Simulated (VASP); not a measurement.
# La (P6_3/mmc) in VASP: single point with PBEsol

Aim: the single point of La with PBEsol.

Everything below comes from runs of VASP 6.6.1. Logs are shortened: lines on timing, memory, paths and dates and some standing lists are left out, and cuts for length are marked.

**1. The cell of the first run**

Symmetry: P6_3/mmc, No. 194, hexagonal system. Conventional cell: a = 3.796 Å, b = 3.796 Å, c = 12.041 Å, α = 90.00°, β = 90.00°, γ = 120.00°. Within 4.9 Å of La (site symmetry -3m) lie 12 La at 3.72 to 3.80 Å. La (site symmetry -6m2) has 12 La at 3.72 to 3.80 Å within 4.9 Å.

**2. Single point, PBEsol**

The input, INCAR:

```
SYSTEM = La
  ALGO = Normal
  EDIFF = 1E-6
  ENCUT = 520
  GGA = PS
  ISIF = 2
  ISMEAR = 0
  LASPH = .TRUE.
  LCHARG = .FALSE.
  LREAL = .FALSE.
  LWAVE = .FALSE.
  NBANDS = 30
  NELM = 100
  PREC = Accurate
  SIGMA = 0.1
```

The input, KPOINTS:

```
k-points
0
G
  6 6 2
  0 0 0
```

The input, POSCAR:

```
La
1.0
    3.7963115000      0.0000000000      0.0000000000
   -1.8981557500      3.2877022000      0.0000000000
    0.0000000000      0.0000000000     12.0412575300
La
4
Direct
    0.0000000000      0.0000000000      0.0000000000
    0.0000000000      0.0000000000      0.5000000000
    0.3333333300      0.6666666700      0.2500000000
    0.6666666700      0.3333333300      0.7500000000
```

Potentials or basis: VASP PAW PBE potentials, release 64 (La).

Started as:

```
cat potpaw_PBE.64/La/POTCAR > POTCAR
mpirun -np 1 vasp_std > vasp.out
```

OUTCAR:

```text
SYSTEM = La
   EDIFF = 1E-6
   ENCUT = 520
   GGA = PS
   ISIF = 2
   ISMEAR = 0
   LASPH = .TRUE.
   LREAL = .FALSE.
   NELM = 100
   PREC = Accurate

 ion  position               nearest neighbor table
   1  0.000  0.000  0.000-
   2  0.000  0.000  0.500-
   3  0.333  0.667  0.250-
   4  0.667  0.333  0.750-

  LATTYP: Found a hexagonal cell.
 ALAT       =     3.7963115000
 C/A-ratio  =     3.1718307441

  Lattice vectors:

 A1 = (   3.7963115000,   0.0000000000,   0.0000000000)
 A2 = (  -1.8981557500,   3.2877022000,   0.0000000000)
 A3 = (   0.0000000000,   0.0000000000,  12.0412575300)

Analysis of symmetry for initial positions (statically):
=====================================================================
 Subroutine PRICEL returns:
 Original cell was already a primitive cell.

 Routine SETGRP: Setting up the symmetry group for a
 hexagonal supercell.

 Subroutine GETGRP returns: Found 24 space group operations
 (whereof 12 operations were pure point group operations)
 out of a pool of 24 trial point group operations.

The static configuration has the point symmetry D_3d.
 The point group associated with its full space group is D_6h.

Analysis of symmetry for dynamics (positions and initial velocities):
=====================================================================
 Subroutine PRICEL returns:
 Original cell was already a primitive cell.

 Routine SETGRP: Setting up the symmetry group for a
 hexagonal supercell.

 Subroutine GETGRP returns: Found 24 space group operations
 (whereof 12 operations were pure point group operations)
 out of a pool of 24 trial point group operations.

The dynamic configuration has the point symmetry D_3d.
 The point group associated with its full space group is D_6h.

 Subroutine INISYM returns: Found 24 space group operations
 (whereof 12 operations are pure point group operations),
 and found     1 'primitive' translations

----------------------------------------------------------------------------------------

                                     Primitive cell

  volume of cell :     150.2886

  direct lattice vectors                    reciprocal lattice vectors
[... 75 lines left out ...]
   LNONCOLLINEAR =      F non collinear calculations
   LSORBIT =      F    spin-orbit coupling
   LASPH  =      T    aspherical Exc in radial PAW
   ENCUT  =  520.0 eV  38.22 Ry    6.18 a.u.   7.06  7.06 22.39*2*pi/ulx,y,z
   NELM   =    100;   NELMIN=  2; NELMDL= -5     # of ELM steps
   EDIFF  = 0.1E-05   stopping-criterion for ELM
   LREAL  =      F    real-space projection
   EDIFFG = 0.1E-04   stopping-criterion for IOM
   NSW    =      0    number of steps for IOM
   IBRION =     -1    ionic relax: 0-MD 1-quasi-New 2-CG
   NFREE  =      0    steps in history (QN), initial steepest desc. (CG)
   ISIF   =      2    stress and relaxation
   ISYM   =      2    0-nonsym 1-usesym 2-fastsym
   POTIM  = 0.5000    time-step for ionic-motion
   TEBEG  =    0.0;   TEEND  =   0.0 temperature during run
   PSTRESS=    0.0 pullay stress
   NELECT =      44.0000    total number of electrons
   NUPDOWN=      -1.0000    fix difference up-down
   EMIN   =  10.00;   EMAX   =-10.00  energy-range for DOS
   EFERMI =   0.00;   METHOD = LEGACY
   ISMEAR =     0;   SIGMA  =   0.10  broadening in eV -4-tet -1-fermi 0-gaus
   EFERMI_NEDOS =   21; number of points for ismear=-14 and -15
   IALGO  =     38    algorithm
   IMIX   =      4    mixing-type and parameters
     AMIX     =   0.40;   BMIX     =  1.00
     AMIX_MAG =   1.60;   BMIX_MAG =  1.00
  volume/ion in A,a.u.               =      37.57       253.55
  Fermi-wavevector in a.u.,A,eV,Ry     =   1.087052  2.054230 16.077762  1.181682
  Thomas-Fermi vector in A             =   2.223203
   LORBIT       =      0    0 simple, 1 ext, 2 COOP (PROOUT), +10 PAW based schemes
   GGA     = PS    functional components
   LHFCALC =     F    Hartree Fock is set to
   AEXX    =    0.0000 exact exchange contribution
   IVDW    =     0    specifies the selected vdW correction
   LEPSILON=     F    determine dielectric tensor
   LRPA    =     F    only Hartree local field effects (RPA)
 non-spin polarized calculation
 Gauss-broadening in eV      SIGMA  =   0.10
  energy-cutoff  :      520.00
  volume of cell :      150.29
 maximum number of plane-waves:      4071
   NGX = 15   NGY = 15   NGZ = 45

 number of electron      43.9999997 magnetization

 Free energy of the ion-electron system (eV)
  ---------------------------------------------------
  ext. energy  EPLUGINS =         0.00000000
  ---------------------------------------------------
  free energy    TOTEN  =       -21.31908599 eV

  energy without entropy =      -21.28943645  energy(sigma->0) =      -21.30426122

 E-fermi :   7.6496     XC(G=0):  -9.6359

 val. band max:        7.5838347120   @ k =   0.3333   0.3333   0.5000
 cond. band min:       7.6829405502   @ k =   0.1667   0.1667   0.0000
 fundamental gap:      0.0991058381
 Fermi energy:         7.6495755757

 k-point     1 :       0.0000    0.0000    0.0000
  band No.  band energies     occupation
      1     -25.2463      2.00000
      2     -25.1513      2.00000
      3     -25.1345      2.00000
      4     -25.0360      2.00000
      5      -9.5950      2.00000
      6      -8.9326      2.00000
[... 451 lines left out ...]
     29       9.1780      0.00000
     30       9.1906      0.00000

------------------------ aborting loop because EDIFF is reached ----------------------------------------

  FORCE on cell =-STRESS in cart. coord.  units (eV):
  Direction    XX          YY          ZZ          XY          YZ          ZX
  --------------------------------------------------------------------------------------
  -------------------------------------------------------------------------------------
  Total       -2.2589782     -2.2589782     -1.6785670     -0.0000000      0.0000000      0.0000000
  in kB      -24.0822170    -24.0822170    -17.8946462     -0.0000000      0.0000000      0.0000000
  external PRESSURE =     -22.0196934 kB  Pullay stress =       0.0000000 kB

 VOLUME and BASIS-vectors are now :
 -----------------------------------------------------------------------------
  energy-cutoff  :      520.00
  volume of cell :      150.29
      direct lattice vectors                 reciprocal lattice vectors
     3.796311500  0.000000000  0.000000000     0.263413579  0.152081901  0.000000000
    -1.898155750  3.287702200  0.000000000     0.000000000  0.304163802  0.000000000
     0.000000000  0.000000000 12.041257530     0.000000000  0.000000000  0.083047804

 POSITION                                       TOTAL-FORCE (eV/Angst)
 -----------------------------------------------------------------------------------
      0.00000      0.00000      0.00000        -0.000000      0.000000     -0.000000
      0.00000      0.00000      6.02063        -0.000000      0.000000     -0.000000
     -0.00000      2.19180      3.01031         0.000000      0.000000      0.000000
      1.89816      1.09590      9.03094        -0.000000     -0.000000      0.000000
 -----------------------------------------------------------------------------------
    total drift:                               -0.000000      0.000000      0.000000

  FREE ENERGIE OF THE ION-ELECTRON SYSTEM (eV)
  ---------------------------------------------------
  free  energy   TOTEN  =       -21.3190859915 eV

  energy  without entropy=      -21.2894364497  energy(sigma->0) =      -21.30426122
```

It took 1.7 min on 1 thread of Intel Xeon Platinum 8259CL at 2.50GHz (Skylake/Cascade Lake), shared host; peak memory 0.26 GiB.

What came out:

```yaml
Free_energy: -21.3191 eV
Pressure: -2.2 GPa
Band_gap_on_the_k_mesh: zero (band 22 reaches 8.46 eV, above the bottom of band 23 at 7.46 eV)
```

Levels at points of the mesh, in eV from the Fermi level:
```csv
k point,band 20,band 21,band 22,band 23,band 24,band 25
"(0.00, 0.00, 0.00)",-1.80,0.49,0.62,1.17,1.17,1.24
"(0.50, 0.00, 0.00)",-1.07,-0.63,-0.30,-0.19,0.43,0.88
"(0.00, 0.00, 0.50)",-1.72,0.81,0.81,1.22,1.22,1.24
"(0.50, 0.00, 0.50)",-1.42,-1.05,-1.05,0.68,0.68,1.23
```

Caveat: the PAW data sets were made with another functional, which shifts forces and pressure a little; spin-orbit coupling is left out, which moves the levels of the heavy elements.
